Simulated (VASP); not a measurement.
# GaP (F-43m) in VASP: settings compared, part 2 of 2

VASP 6.6.1. Earlier steps stand in the parts before.

### 4 Single point, PBE0

This run uses another cell than the first one, of 20.24 Å³/atom.

File POSCAR:

```
GaP
1.0
    0.0000000000      2.7252500000      2.7252500000
    2.7252500000      0.0000000000      2.7252500000
    2.7252500000      2.7252500000      0.0000000000
Ga P
1 1
Direct
    0.0000000000      0.0000000000      0.0000000000
    0.7500000000      0.7500000000      0.7500000000
```

File INCAR.step1:

```
SYSTEM = GaP
PREC = Accurate ; ENCUT = 520
EDIFF = 1E-5 ; ISMEAR = -1
SIGMA = 0.05 ; LREAL = .FALSE.
LASPH = .TRUE. ; NELM = 60
ALGO = Normal ; ISIF = 2
LWAVE = .TRUE. ; NBANDS = 16
GGA = PE
```

File INCAR.step2:

```
SYSTEM = GaP
PREC = Accurate ; ENCUT = 520
EDIFF = 1E-6 ; ISMEAR = -1
SIGMA = 0.05 ; LREAL = .FALSE.
LASPH = .TRUE. ; NELM = 60
ALGO = Normal ; ISIF = 2
LWAVE = .FALSE. ; LCHARG = .TRUE.
GGA = PE ; LHFCALC = .TRUE.
AEXX = 0.25 ; PRECFOCK = Normal
LELF = .TRUE. ; LVHAR = .TRUE.
NBANDS = 16 ; ISTART = 1
```

File KPOINTS:

```
Automatic mesh
0
G
  6 6 6
  0 0 0
```

Potentials or basis: VASP PAW PBE potentials, release 64 (Ga_d, P).

Command:

```bash
cat potpaw_PBE.64/Ga_d/POTCAR potpaw_PBE.64/P/POTCAR > POTCAR
cp INCAR.step1 INCAR
mpirun -np 1 vasp_std > vasp.out
cp INCAR.step2 INCAR
mpirun -np 1 vasp_std > vasp.out
```

OUTCAR:

```text
SYSTEM = GaP
   PREC = Accurate
   ENCUT = 520
   EDIFF = 1E-6
   ISMEAR = -1
   LREAL = .FALSE.
   LASPH = .TRUE.
   NELM = 60
   ISIF = 2
   GGA = PE
   LHFCALC = .TRUE.
   AEXX = 0.25
   PRECFOCK = Normal
   ISTART = 1

 ion  position               nearest neighbor table
   1  0.000  0.000  0.000-   2 2.36   2 2.36   2 2.36   2 2.36
   2  0.750  0.750  0.750-   1 2.36   1 2.36   1 2.36   1 2.36

  LATTYP: Found a face centered cubic cell.
 ALAT       =     5.4505000000

  Lattice vectors:

 A1 = (   0.0000000000,   2.7252500000,   2.7252500000)
 A2 = (   2.7252500000,   0.0000000000,   2.7252500000)
 A3 = (   2.7252500000,   2.7252500000,   0.0000000000)

Analysis of symmetry for initial positions (statically):
=====================================================================
 Subroutine PRICEL returns:
 Original cell was already a primitive cell.

 Routine SETGRP: Setting up the symmetry group for a
 face centered cubic supercell.

 Subroutine GETGRP returns: Found 24 space group operations
 (whereof 24 operations were pure point group operations)
 out of a pool of 48 trial point group operations.

The static configuration has the point symmetry T_d .

Analysis of symmetry for dynamics (positions and initial velocities):
=====================================================================
 Subroutine PRICEL returns:
 Original cell was already a primitive cell.

 Routine SETGRP: Setting up the symmetry group for a
 face centered cubic supercell.

 Subroutine GETGRP returns: Found 24 space group operations
 (whereof 24 operations were pure point group operations)
 out of a pool of 48 trial point group operations.

The dynamic configuration has the point symmetry T_d .

 Subroutine INISYM returns: Found 24 space group operations
 (whereof 24 operations are pure point group operations),
 and found     1 'primitive' translations

----------------------------------------------------------------------------------------

                                     Primitive cell

  volume of cell :      40.4808

  direct lattice vectors                    reciprocal lattice vectors
     0.000000000  2.725250000  2.725250000    -0.183469406  0.183469406  0.183469406
     2.725250000  0.000000000  2.725250000     0.183469406 -0.183469406  0.183469406
     2.725250000  2.725250000  0.000000000     0.183469406  0.183469406 -0.183469406

  length of vectors
     3.854085511  3.854085511  3.854085511     0.317778334  0.317778334  0.317778334

  position of ions in fractional coordinates (direct lattice)
     0.000000000  0.000000000  0.000000000
     0.750000000  0.750000000  0.750000000

  ion indices of the primitive-cell ions
   primitive index   ion index
                 1           1
                 2           2

----------------------------------------------------------------------------------------

 KPOINTS: Automatic mesh

Automatic generation of k-mesh.
 Grid dimensions read from file:
 generate k-points for:    6    6    6
[... 21 lines left out ...]
  0.000000  0.000000  0.000000      1.000000
  0.166667  0.000000  0.000000      8.000000
  0.333333  0.000000  0.000000      8.000000
  0.500000  0.000000  0.000000      4.000000
  0.166667  0.166667  0.000000      6.000000
  0.333333  0.166667  0.000000     24.000000
[... 8 lines left out ...]
 -0.333333  0.333333  0.166667     24.000000
 -0.333333  0.500000  0.166667     12.000000
   k-points           NKPTS =     16   k-points in BZ     NKDIM =    216   number of bands    NBANDS=     16
   number of dos      NEDOS =    301   number of ions     NIONS =      2
   total plane-waves  NPLWV =  27000
   dimension x,y,z NGX =    30 NGY =   30 NGZ =   30
   dimension x,y,z NGXF=    60 NGYF=   60 NGZF=   60
   ions per type =               1   1
   NGX,Y,Z   is equivalent  to a cutoff of  12.94, 12.94, 12.94 a.u.
   NGXF,Y,Z  is equivalent  to a cutoff of  25.88, 25.88, 25.88 a.u.
 SYSTEM =  GaP
   PREC   = accura    normal or accurate (medium, high low for compatibility)
   ISTART =      1    job   : 0-new  1-cont  2-samecut
   ICHARG =      0    charge: 1-file 2-atom 10-const
   ISPIN  =      1    spin polarized calculation?
   LNONCOLLINEAR =      F non collinear calculations
   LSORBIT =      F    spin-orbit coupling
   LASPH  =      T    aspherical Exc in radial PAW
   ENCUT  =  520.0 eV  38.22 Ry    6.18 a.u.   7.17  7.17  7.17*2*pi/ulx,y,z
   NELM   =     60;   NELMIN=  2; NELMDL=  0     # of ELM steps
   EDIFF  = 0.1E-05   stopping-criterion for ELM
   LREAL  =      F    real-space projection
   EDIFFG = 0.1E-04   stopping-criterion for IOM
   NSW    =      0    number of steps for IOM
   IBRION =     -1    ionic relax: 0-MD 1-quasi-New 2-CG
   NFREE  =      0    steps in history (QN), initial steepest desc. (CG)
   ISIF   =      2    stress and relaxation
   ISYM   =      3    0-nonsym 1-usesym 2-fastsym
   POTIM  = 0.5000    time-step for ionic-motion
   TEBEG  =    0.0;   TEEND  =   0.0 temperature during run
   PSTRESS=    0.0 pullay stress
   NELECT =      18.0000    total number of electrons
   NUPDOWN=      -1.0000    fix difference up-down
   EMIN   =  10.00;   EMAX   =-10.00  energy-range for DOS
   EFERMI =   0.00;   METHOD = LEGACY
   ISMEAR =    -1;   SIGMA  =   0.05  broadening in eV -4-tet -1-fermi 0-gaus
   EFERMI_NEDOS =   21; number of points for ismear=-14 and -15
   IALGO  =     38    algorithm
   IMIX   =      1    mixing-type and parameters
     AMIX     =   0.40;   BMIX     =  1.00
     AMIX_MAG =   1.60;   BMIX_MAG =  1.00
  volume/ion in A,a.u.               =      20.24       136.59
  Fermi-wavevector in a.u.,A,eV,Ry     =   1.249538  2.361284 21.243377  1.561344
  Thomas-Fermi vector in A             =   2.383574
   LORBIT       =      0    0 simple, 1 ext, 2 COOP (PROOUT), +10 PAW based schemes
   GGA     = PE    functional components
   LHFCALC =     T    Hartree Fock is set to
   PRECFOCK=normal    Normal, Fast or Accurate (Low or Medium for compatibility)
   ENCUT4O =  -1.0   cutoff for four orbital integrals eV
   NKREDX  =     1    reduce k-point grid by
   NKREDY  =     1    reduce k-point grid by
   NKREDZ  =     1    reduce k-point grid by
   AEXX    =    0.2500 exact exchange contribution
   HFSCREEN=    0.0000 screening length (either q_TF or 0.3 A-1)
   HFSCREENC=   0.0000 screening length for correlation (either q_TF or 0.3 A-1)
   ENCUTFOCK=  -1.0 apply spherical cutoff to Coloumb kernel
   IVDW    =     0    specifies the selected vdW correction
   LEPSILON=     F    determine dielectric tensor
   LRPA    =     F    only Hartree local field effects (RPA)
 non-spin polarized calculation
  energy-cutoff  :      520.00
  volume of cell :       40.48
 maximum number of plane-waves:      1113
 NGX is ok and might be reduce to    30
  NGX = 24; NGY = 24; NGZ = 24

 number of electron      17.9999988 magnetization

 Free energy of the ion-electron system (eV)
  ---------------------------------------------------
  ext. energy  EPLUGINS =         0.00000000
  ---------------------------------------------------
  free energy    TOTEN  =       -11.68407829 eV

  energy without entropy =      -11.68407829  energy(sigma->0) =      -11.68407829

 E-fermi :   4.9183     XC(G=0):  -7.7703

 val. band max:        3.8640206348   @ k =   0.0000   0.0000   0.0000
 cond. band min:       6.8417895765   @ k =   0.5000   0.5000   0.0000
 fundamental gap:      2.9777689417
 Fermi energy:         4.9183189042

 k-point     1 :       0.0000    0.0000    0.0000
  band No.  band energies     occupation
      1     -13.2508      2.00000
      2     -13.2508      2.00000
      3     -13.2508      2.00000
      4     -13.1494      2.00000
      5     -13.1494      2.00000
      6     -10.0053      2.00000
[... 281 lines left out ...]
      3     -13.1940      2.00000
      4     -13.1691      2.00000
      5     -13.1382      2.00000
      6      -6.7218      2.00000
[... 8 lines left out ...]
     15      17.9084      0.00000
     16      19.6704      0.00000

------------------------ aborting loop because EDIFF is reached ----------------------------------------

  FORCE on cell =-STRESS in cart. coord.  units (eV):
  Direction    XX          YY          ZZ          XY          YZ          ZX
  --------------------------------------------------------------------------------------
  -------------------------------------------------------------------------------------
  Total        0.0804306      0.0804306      0.0804306     -0.0000000      0.0000000     -0.0000000
  in kB        3.1833374      3.1833374      3.1833374     -0.0000000      0.0000000     -0.0000000
  external PRESSURE =       3.1833374 kB  Pullay stress =       0.0000000 kB

 VOLUME and BASIS-vectors are now :
 -----------------------------------------------------------------------------
  energy-cutoff  :      520.00
  volume of cell :       40.48
      direct lattice vectors                 reciprocal lattice vectors
     0.000000000  2.725250000  2.725250000    -0.183469406  0.183469406  0.183469406
     2.725250000  0.000000000  2.725250000     0.183469406 -0.183469406  0.183469406
     2.725250000  2.725250000  0.000000000     0.183469406  0.183469406 -0.183469406

 POSITION                                       TOTAL-FORCE (eV/Angst)
 -----------------------------------------------------------------------------------
      0.00000      0.00000      0.00000         0.000000      0.000000      0.000000
      4.08788      4.08788      4.08788        -0.000000     -0.000000     -0.000000
 -----------------------------------------------------------------------------------
    total drift:                                0.000037      0.000036      0.000026

  FREE ENERGIE OF THE ION-ELECTRON SYSTEM (eV)
  ---------------------------------------------------
  free  energy   TOTEN  =       -11.6840782859 eV

  energy  without entropy=      -11.6840782858  energy(sigma->0) =      -11.68407829
```

Wall time 72 min (1 thread of Intel Xeon 8259CL, shared host); peak memory 0.19 GiB.

What came out:

| Quantity | Value |
| --- | --- |
| Free energy | -11.6841 eV |
| Pressure | 0.3 GPa |
| Band gap on the k mesh | 2.98 eV (least direct gap 3.47 eV) |

Caveat: the PAW data sets were made with another functional, which shifts forces and pressure a little.

### 5 Single point, r2SCAN

This run uses another cell than the first one, of 20.24 Å³/atom.

POSCAR is that of step 4.

File INCAR.step1:

```
PREC = Accurate ; ENCUT = 520
ISMEAR = -1 ; SIGMA = 0.05
LREAL = F ; LASPH = T
NELM = 100 ; NBANDS = 16
GGA = PE ; ALGO = Normal
EDIFF = 1E-4 ; LWAVE = T
LCHARG = F
```

File INCAR.step2:

```
PREC = Accurate ; ENCUT = 520
EDIFF = 1E-6 ; ISMEAR = -1
SIGMA = 0.05 ; LREAL = F
LASPH = T ; NELM = 100
ALGO = Normal ; ISIF = 2
LWAVE = F ; LCHARG = F
METAGGA = R2SCAN ; LMIXTAU = T
NBANDS = 16 ; ISTART = 1
```

File KPOINTS:

```
Automatic mesh
0
Gamma
  5 5 5
```

Command:

```bash
cat potpaw_PBE.64/Ga_d/POTCAR potpaw_PBE.64/P/POTCAR > POTCAR
cp INCAR.step1 INCAR
mpirun -np 1 vasp_std > vasp.out
cp INCAR.step2 INCAR
mpirun -np 1 vasp_std > vasp.out
```

Run time: 64 s. Hardware: 1 thread of Intel Xeon Platinum 8175M at 2.50GHz (Skylake/Cascade Lake), shared host; peak memory 0.16 GiB.

The run converged. Its results:

```yaml
Free_energy: -21.4238 eV
Pressure: 0.1 GPa
Band_gap_on_the_k_mesh: 1.85 eV (least direct gap 2.34 eV)
```

Levels at points of the mesh, in eV from the valence-band top:
| k point | band 6 | band 7 | band 8 | band 9 | band 10 | band 11 | band 12 | band 13 |
| --- | --- | --- | --- | --- | --- | --- | --- | --- |
| (0.00, 0.00, 0.00) | -13.02 | 0.00 | 0.00 | 0.00 | 2.34 | 4.18 | 4.18 | 4.18 |

Caveat: the PAW data sets were made with another functional, which shifts forces and pressure a little; an odd mesh through Γ misses points on the zone boundary, where band edges can lie.

### 6 Overview

| level | cell | k mesh | grid for exact exchange (PRECFOCK) | share of exact exchange | screening parameter | gap on the mesh (eV) | pressure (GPa) |
| --- | --- | --- | --- | --- | --- | --- | --- |
| PBEsol-based screened hybrid with 25 % exact exchange | a = 3.930 Å, angles 60.0°, 2 atoms | 4 × 4 × 4 | Normal | 0.25 | 0.207 1/Å | 2.22 | -5.7 |
| PBEsol-based screened hybrid with 25 % exact exchange | a = 3.854 Å, angles 60.0°, 2 atoms | 5 × 5 × 5 | Normal | 0.25 | 0.207 1/Å | 2.19 | -1.5 |
| PBE0 | a = 3.854 Å, angles 60.0°, 2 atoms | 6 × 6 × 6 | Normal | 0.25 | - | 2.98 | 0.3 |
| r2SCAN | a = 3.854 Å, angles 60.0°, 2 atoms | 5 × 5 × 5 | - | - | - | 1.85 | 0.1 |

Alike in all rows: task single point; potentials or basis VASP PAW PBE potentials, release 64 (Ga_d, P); no spin polarisation; cutoff (eV) 520; smearing fermi-dirac 0.05 eV.

Caveats: some runs use coarse meshes; the PAW data sets were made with another functional, which shifts forces and pressure a little; an odd mesh through Γ misses points on the zone boundary, where band edges can lie (at least some runs).

Total energies depend on the potentials used, so only differences within one code and one set of settings carry meaning.

### 7 Comparison with measurements

Step 4. Measured gap of GaP: 2.34 eV (indirect; 10 K; quoted in “Stacking defects in GaP nanowires: Electronic structure and optical properties”, 2018, arxiv:1810.01194). This calculation gives 2.98 eV (+0.64 eV). Spin-orbit coupling on Ga is left out. The value is that of PBE0 on a finite k mesh, which can miss the band edges, without temperature or zero-point motion.

Step 5. A measured gap of GaP is 2.34 eV (indirect; 10 K; quoted in “Stacking defects in GaP nanowires: Electronic structure and optical properties”, 2018, arxiv:1810.01194); the calculated 1.85 eV misses it by -0.49 eV. Spin-orbit coupling on Ga is left out. The value is that of r2SCAN on a finite k mesh, which can miss the band edges, without temperature or zero-point motion.
